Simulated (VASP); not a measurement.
Runs of VASP 6.6.1 on Si. The structure is that of space group P6_3/mmc (No. 194), or close to it. The cells are those of the table. 

```tsv
cell	k mesh	gap on the mesh (eV)	pressure (GPa)
a = 2.610, b = 2.610, c = 8.660 Å, angles 90.0, 90.0, 120.0°, 4 atoms	15 × 15 × 4	none	9.1
a = 2.684, b = 2.684, c = 8.904 Å, angles 90.0, 90.0, 120.0°, 4 atoms	15 × 15 × 4	none	0.0
a = 2.572, b = 2.572, c = 8.533 Å, angles 90.0, 90.0, 120.0°, 4 atoms	15 × 15 × 4	none	(a)
a = 2.684, b = 2.684, c = 8.904 Å, angles 90.0, 90.0, 120.0°, 4 atoms	18 × 18 × 5	none	0.0
a = 2.719, b = 2.719, c = 9.021 Å, angles 90.0, 90.0, 120.0°, 4 atoms	15 × 15 × 4	none	-3.4
```

Alike in all rows: task single point; level LDA; potentials or basis VASP PAW LDA potentials, release 64 (Si); no spin polarisation; cutoff (eV) 520; smearing fermi-dirac 0.1 eV.

Estimate the missing entries.

(a) 15.5.

A gap of «none» marks levels without a gap at the run's occupations.
